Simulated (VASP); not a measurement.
# P (P2/m) in VASP: a series of runs

Runs on P. Level: PBE. Tasks: single point, relaxation of shape and atoms at fixed volume.

All numbers are computed with VASP 6.6.1; they aren't measurements. Logs are shortened: lines on timing, memory, paths and dates and some standing lists are left out, and cuts for length are marked.

### 1 The cell of the first run

It takes space group P2/m (No. 10, monoclinic). Conventional cell: a = 4.632 Å, b = 3.305 Å, c = 6.198 Å, α = 90.00°, β = 100.90°, γ = 90.00°. P (site symmetry m) has 3 P at 2.23 to 2.27 Å within 2.9 Å. Within 2.9 Å of P (site symmetry m) lie 3 P at 2.23 to 2.26 Å.

### 2 Single point, PBE (23.29 Å³/atom)

File INCAR:

```
SYSTEM = P
ALGO = Normal ; EDIFF = 1E-7
ENCUT = 520 ; GGA = PE
ISIF = 2 ; ISMEAR = 0
LASPH = .TRUE. ; LCHARG = .FALSE.
LREAL = .FALSE. ; LWAVE = .FALSE.
NBANDS = 18 ; NELM = 80
PREC = Accurate ; SIGMA = 0.01
```

File KPOINTS:

```
k-points
0
G
  8 10 6
  0 0 0
```

File POSCAR:

```
P
1.0
    4.6319031437      0.0000000000      0.0600694828
    0.0000000000      3.3047992751      0.0000000000
   -1.2511977208      0.0000000000      6.0700538094
P
4
Direct
    0.5456386685      0.0000000000      0.8266798265
    0.1322835699      0.5000000000      0.1735048916
    0.4543613315      0.0000000000      0.1733201735
    0.8677164301      0.5000000000      0.8264951084
```

Potentials or basis: VASP PAW PBE potentials, release 64 (P).

The run is started by

```sh
$ cat potpaw_PBE.64/P/POTCAR > POTCAR
$ mpirun -np 1 vasp_std > vasp.out
```

OUTCAR:

```text
SYSTEM = P
   EDIFF = 1E-7
   ENCUT = 520
   GGA = PE
   ISIF = 2
   ISMEAR = 0
   LASPH = .TRUE.
   LREAL = .FALSE.
   NELM = 80
   PREC = Accurate

 ion  position               nearest neighbor table
   1  0.546  0.000  0.827-   4 2.23   4 2.23   3 2.27
   2  0.132  0.500  0.174-   3 2.23   3 2.23   4 2.26
   3  0.454  0.000  0.173-   2 2.23   2 2.23   1 2.27
   4  0.868  0.500  0.826-   1 2.23   1 2.23   2 2.26

  LATTYP: Found a simple monoclinic cell.
 ALAT       =     4.6322926371
 B/A-ratio  =     0.7134262738
 C/A-ratio  =     1.3379260091
 COS(beta)  =    -0.1891646021

  Lattice vectors:

 A1 = (   4.6319031437,   0.0000000000,   0.0600694828)
 A2 = (   0.0000000000,   3.3047992751,   0.0000000000)
 A3 = (  -1.2511977208,   0.0000000000,   6.0700538094)

Analysis of symmetry for initial positions (statically):
=====================================================================
 Subroutine PRICEL returns:
 Original cell was already a primitive cell.

 Routine SETGRP: Setting up the symmetry group for a
 simple monoclinic supercell.

 Subroutine GETGRP returns: Found  4 space group operations
 (whereof  4 operations were pure point group operations)
 out of a pool of  4 trial point group operations.

The static configuration has the point symmetry C_2h.

Analysis of symmetry for dynamics (positions and initial velocities):
=====================================================================
 Subroutine PRICEL returns:
 Original cell was already a primitive cell.

 Routine SETGRP: Setting up the symmetry group for a
 simple monoclinic supercell.

 Subroutine GETGRP returns: Found  4 space group operations
 (whereof  4 operations were pure point group operations)
 out of a pool of  4 trial point group operations.

The dynamic configuration has the point symmetry C_2h.

 Subroutine INISYM returns: Found  4 space group operations
 (whereof  4 operations are pure point group operations),
 and found     1 'primitive' translations

----------------------------------------------------------------------------------------

                                     Primitive cell

  volume of cell :      93.1658

  direct lattice vectors                    reciprocal lattice vectors
     4.631903144  0.000000000  0.060069483     0.215318395  0.000000000  0.044382784
     0.000000000  3.304799275  0.000000000     0.000000000  0.302590238  0.000000000
    -1.251197721  0.000000000  6.070053809    -0.002130799  0.000000000  0.164303972

  length of vectors
     4.632292637  3.304799275  6.197664801     0.219845042  0.302590238  0.164317788

  position of ions in fractional coordinates (direct lattice)
     0.545638668  0.000000000  0.826679826
     0.132283570  0.500000000  0.173504892
     0.454361332  0.000000000  0.173320174
     0.867716430  0.500000000  0.826495108

  ion indices of the primitive-cell ions
   primitive index   ion index
                 1           1
                 2           2
                 3           3
                 4           4

----------------------------------------------------------------------------------------

 KPOINTS: k-points

Automatic generation of k-mesh.
 Grid dimensions read from file:
 generate k-points for:    8   10    6

 Generating k-lattice:

  Cartesian coordinates                     Fractional coordinates (reciprocal lattice)
     0.026914799  0.000000000  0.005547848     0.125000000  0.000000000  0.000000000
     0.000000000  0.030259024  0.000000000     0.000000000  0.100000000  0.000000000
    -0.000355133  0.000000000  0.027383995     0.000000000  0.000000000  0.166666667

  Length of vectors
     0.027480630  0.030259024  0.027386298

  Shift w.r.t. Gamma in fractional coordinates (k-lattice)
     0.000000000  0.000000000  0.000000000

 Subroutine IBZKPT returns following result:
 ===========================================

 Found    156 irreducible k-points:

 Following reciprocal coordinates:
            Coordinates               Weight
  0.000000  0.000000  0.000000      1.000000
  0.125000  0.000000 -0.000000      2.000000
  0.250000  0.000000 -0.000000      2.000000
  0.375000  0.000000 -0.000000      2.000000
  0.500000  0.000000 -0.000000      1.000000
  0.000000  0.100000  0.000000      2.000000
[... 16 lines left out ...]
  0.250000  0.400000 -0.000000      4.000000
  0.375000  0.400000 -0.000000      4.000000
 [... further k-points ...]
   k-points           NKPTS =    156   k-points in BZ     NKDIM =    156   number of bands    NBANDS=     18
   number of dos      NEDOS =    301   number of ions     NIONS =      4
   total plane-waves  NPLWV =  48384
   dimension x,y,z NGX =    36 NGY =   28 NGZ =   48
   dimension x,y,z NGXF=    72 NGYF=   56 NGZF=   96
   ions per type =               4
   NGX,Y,Z   is equivalent  to a cutoff of  12.92, 14.09, 12.88 a.u.
   NGXF,Y,Z  is equivalent  to a cutoff of  25.84, 28.17, 25.75 a.u.
 SYSTEM =  P
   PREC   = accura    normal or accurate (medium, high low for compatibility)
   ISTART =      0    job   : 0-new  1-cont  2-samecut
   ICHARG =      2    charge: 1-file 2-atom 10-const
   ISPIN  =      1    spin polarized calculation?
   LNONCOLLINEAR =      F non collinear calculations
   LSORBIT =      F    spin-orbit coupling
   LASPH  =      T    aspherical Exc in radial PAW
   ENCUT  =  520.0 eV  38.22 Ry    6.18 a.u.   8.61  6.14 11.52*2*pi/ulx,y,z
   NELM   =     80;   NELMIN=  2; NELMDL= -5     # of ELM steps
   EDIFF  = 0.1E-06   stopping-criterion for ELM
   LREAL  =      F    real-space projection
   EDIFFG = 0.1E-05   stopping-criterion for IOM
   NSW    =      0    number of steps for IOM
   IBRION =     -1    ionic relax: 0-MD 1-quasi-New 2-CG
   NFREE  =      0    steps in history (QN), initial steepest desc. (CG)
   ISIF   =      2    stress and relaxation
   ISYM   =      2    0-nonsym 1-usesym 2-fastsym
   POTIM  = 0.5000    time-step for ionic-motion
   TEBEG  =    0.0;   TEEND  =   0.0 temperature during run
   PSTRESS=    0.0 pullay stress
   NELECT =      20.0000    total number of electrons
   NUPDOWN=      -1.0000    fix difference up-down
   EMIN   =  10.00;   EMAX   =-10.00  energy-range for DOS
   EFERMI =   0.00;   METHOD = LEGACY
   ISMEAR =     0;   SIGMA  =   0.01  broadening in eV -4-tet -1-fermi 0-gaus
   EFERMI_NEDOS =   21; number of points for ismear=-14 and -15
   IALGO  =     38    algorithm
   IMIX   =      4    mixing-type and parameters
     AMIX     =   0.40;   BMIX     =  1.00
     AMIX_MAG =   1.60;   BMIX_MAG =  1.00
  volume/ion in A,a.u.               =      23.29       157.18
  Fermi-wavevector in a.u.,A,eV,Ry     =   0.980241  1.852386 13.073451  0.960872
  Thomas-Fermi vector in A             =   2.111156
   LORBIT       =      0    0 simple, 1 ext, 2 COOP (PROOUT), +10 PAW based schemes
   GGA     = PE    functional components
   LHFCALC =     F    Hartree Fock is set to
   AEXX    =    0.0000 exact exchange contribution
   IVDW    =     0    specifies the selected vdW correction
   LEPSILON=     F    determine dielectric tensor
   LRPA    =     F    only Hartree local field effects (RPA)
 non-spin polarized calculation
 Gauss-broadening in eV      SIGMA  =   0.01
  energy-cutoff  :      520.00
  volume of cell :       93.17
 maximum number of plane-waves:      2552
 NGX is ok and might be reduce to    36
   NGX = 17   NGY = 13   NGZ = 23

 number of electron      20.0000001 magnetization

 Free energy of the ion-electron system (eV)
  ---------------------------------------------------
  ext. energy  EPLUGINS =         0.00000000
  ---------------------------------------------------
  free energy    TOTEN  =       -21.49447035 eV

  energy without entropy =      -21.49447035  energy(sigma->0) =      -21.49447035

 E-fermi :   4.0588     XC(G=0):  -8.6901

 val. band max:        3.9950734228   @ k =   0.0000   0.0000   0.5000
 cond. band min:       4.4522339295   @ k =   0.0000   0.0000   0.5000
 fundamental gap:      0.4571605067
 Fermi energy:         4.0588228355

 k-point     1 :       0.0000    0.0000    0.0000
  band No.  band energies     occupation
      1     -10.9152      2.00000
      2      -8.3973      2.00000
      3      -5.1491      2.00000
      4      -1.8537      2.00000
      5      -0.7338      2.00000
      6      -0.3015      2.00000
[... 10 lines left out ...]
     17      10.5919      0.00000
     18      11.4325      0.00000

 k-point     2 :       0.1250    0.0000   -0.0000
  band No.  band energies     occupation
      1     -10.8398      2.00000
      2      -8.5122      2.00000
      3      -5.1521      2.00000
      4      -2.1949      2.00000
      5      -0.6265      2.00000
      6       0.0028      2.00000
[... 10 lines left out ...]
     17      10.6276      0.00000
     18      11.4484      0.00000

 k-point     3 :       0.2500    0.0000   -0.0000
  band No.  band energies     occupation
      1     -10.6182      2.00000
      2      -8.8389      2.00000
      3      -5.0730      2.00000
      4      -2.9120      2.00000
      5      -0.3329      2.00000
      6       0.7865      2.00000
[... 10 lines left out ...]
     17      10.7266      0.00000
     18      11.1885      0.00000

 k-point     4 :       0.3750    0.0000   -0.0000
  band No.  band energies     occupation
      1     -10.2651      2.00000
      2      -9.3058      2.00000
      3      -4.8015      2.00000
      4      -3.6685      2.00000
      5       0.1371      2.00000
      6       1.1817      2.00000
[... 375 lines left out ...]
      4      -4.1973      2.00000
      5      -1.4384      2.00000
      6      -0.8210      2.00000
[... 10 lines left out ...]
     17      10.3006      0.00000
     18      11.1864      0.00000

 k-point    23 :       0.2500    0.4000   -0.0000
  band No.  band energies     occupation
      1      -8.8237      2.00000
      2      -7.4337      2.00000
      3      -6.0614      2.00000
      4      -4.4501      2.00000
      5      -1.6267      2.00000
      6      -0.8436      2.00000
[... 10 lines left out ...]
     17      10.4567      0.00000
     18      11.5022      0.00000

 k-point    24 :       0.3750    0.4000   -0.0000
  band No.  band energies     occupation
      1      -8.5314      2.00000
      2      -7.7827      2.00000
      3      -5.6978      2.00000
      4      -4.8310      2.00000
      5      -1.6360      2.00000
      6      -1.0537      2.00000
[... 10 lines left out ...]
     17      10.4666      0.00000
     18      11.4669      0.00000

 [... further k-points ...]
[... 5 lines left out ...]
  --------------------------------------------------------------------------------------
  -------------------------------------------------------------------------------------
  Total       -0.3069017     -0.2670986     -0.2750349      0.0000000      0.0000000      0.0095323
  in kB       -5.2778063     -4.5933094     -4.7297902      0.0000000      0.0000000      0.1639279
  external PRESSURE =      -4.8669686 kB  Pullay stress =       0.0000000 kB

 VOLUME and BASIS-vectors are now :
 -----------------------------------------------------------------------------
  energy-cutoff  :      520.00
  volume of cell :       93.17
      direct lattice vectors                 reciprocal lattice vectors
     4.631903144  0.000000000  0.060069483     0.215318395  0.000000000  0.044382784
     0.000000000  3.304799275  0.000000000     0.000000000  0.302590238  0.000000000
    -1.251197721  0.000000000  6.070053809    -0.002130799  0.000000000  0.164303972

 POSITION                                       TOTAL-FORCE (eV/Angst)
 -----------------------------------------------------------------------------------
      1.49301      0.00000      5.05077         0.035004     -0.000000      0.033698
      0.39564      1.65240      1.06113         0.033276      0.000000     -0.037031
      1.88770      0.00000      1.07936        -0.035004     -0.000000     -0.033698
      2.98507      1.65240      5.06899        -0.033276     -0.000000      0.037031
 -----------------------------------------------------------------------------------
    total drift:                               -0.000000     -0.000000      0.000000

  FREE ENERGIE OF THE ION-ELECTRON SYSTEM (eV)
  ---------------------------------------------------
  free  energy   TOTEN  =       -21.4944703517 eV

  energy  without entropy=      -21.4944703517  energy(sigma->0) =      -21.49447035
```

It took 1.7 min on 1 thread of Intel Xeon Platinum 8488C (Sapphire Rapids), shared host; peak memory 0.32 GiB.

Results:

```
Free energy            : -21.4945 eV
Pressure               : -0.5 GPa
Largest force          : 0.050 eV/Å
Band gap on the k mesh : 0.46 eV
```

Forces in eV/Å, atoms in the order of the input:
```
P    0.035  0.000  0.034
P    0.033  0.000 -0.037
P   -0.035  0.000 -0.034
P   -0.033  0.000  0.037
```

Caveat: this functional lacks dispersion, which binds layers or chains, so the pressure and a relaxed spacing across them are unreliable.

### 3 Single point, PBE (24.17 Å³/atom)

This run uses another cell than the first one, of 24.17 Å³/atom.

File INCAR:

```
SYSTEM = P
PREC = Accurate
ENCUT = 520
EDIFF = 1E-7
ISMEAR = 0
SIGMA = 0.01
LREAL = .False.
LASPH = .True.
NELM = 80
ALGO = Normal
ISIF = 2
LWAVE = .False.
LCHARG = .True.
GGA = PE
LELF = .True.
LVHAR = .True.
NBANDS = 18
```

File KPOINTS:

```
regular mesh
0
Gamma
  8 10 6
  0 0 0
```

File POSCAR:

```
P
1.0
    4.6462927048      0.0000000000      0.0690523161
    0.0000000000      3.3036755918      0.0000000000
   -1.2460357166      0.0000000000      6.2800138541
P
4
Direct
    0.5484107322      0.0000000000      0.8327617006
    0.1306242011      0.5000000000      0.1673890225
    0.4515892678      0.0000000000      0.1672382994
    0.8693757989      0.5000000000      0.8326109775
```

Potentials or basis: VASP PAW PBE potentials, release 64 (P).

The run is started by

```sh
$ cat potpaw_PBE.64/P/POTCAR > POTCAR
$ mpirun -np 1 vasp_std > vasp.out
```

Run time: 1.7 min. Hardware: 1 thread of Intel Xeon Platinum 8488C (Sapphire Rapids), shared host; peak memory 0.33 GiB.

It converged, with:

- Free energy: -21.4901 eV
- Pressure: -0.5 GPa
- Largest force: 0.048 eV/Å
- Band gap on the k mesh: 0.53 eV

Forces on the atoms (eV/Å):
```
P    0.032  0.000  0.033
P    0.030  0.000 -0.037
P   -0.032  0.000 -0.033
P   -0.030  0.000  0.037
```

Stress tensor (GPa, compression positive):
```
-0.55  0.00  0.02
 0.00 -0.45  0.00
 0.02  0.00 -0.47
```

Levels at points of the mesh, in eV from the valence-band top:
```tsv
k point	band 6	band 7	band 8	band 9	band 10	band 11	band 12	band 13	band 14	band 15
(0.00, 0.00, 0.00)	-4.33	-3.29	-1.90	-1.70	-0.05	1.39	1.63	2.71	3.29	6.00
(0.50, 0.00, 0.00)	-3.08	-2.51	-2.49	-1.29	-1.19	2.07	2.16	3.69	3.70	4.25
(0.00, 0.50, 0.00)	-4.94	-2.67	-2.65	-2.17	-2.06	1.32	1.35	2.08	2.12	3.95
(0.50, 0.50, 0.00)	-4.83	-4.51	-4.47	-1.31	-1.27	2.01	2.52	3.77	3.78	5.44
(0.00, 0.00, 0.50)	-4.58	-3.27	-1.74	-1.33	0.00	0.53	1.71	2.64	3.29	4.81
(0.50, 0.00, 0.50)	-2.67	-2.51	-2.49	-1.40	-1.26	2.01	2.14	3.21	3.31	3.65
(0.00, 0.50, 0.50)	-4.88	-2.76	-2.74	-1.81	-1.71	1.09	1.12	2.27	2.32	3.29
(0.50, 0.50, 0.50)	-4.88	-4.60	-4.57	-0.93	-0.92	2.18	2.77	3.78	3.79	5.03
```

Caveat: this functional lacks dispersion, which binds layers or chains, so the pressure and a relaxed spacing across them are unreliable. A k mesh can miss the band edges.

(Part 1 of 2 ends here.)
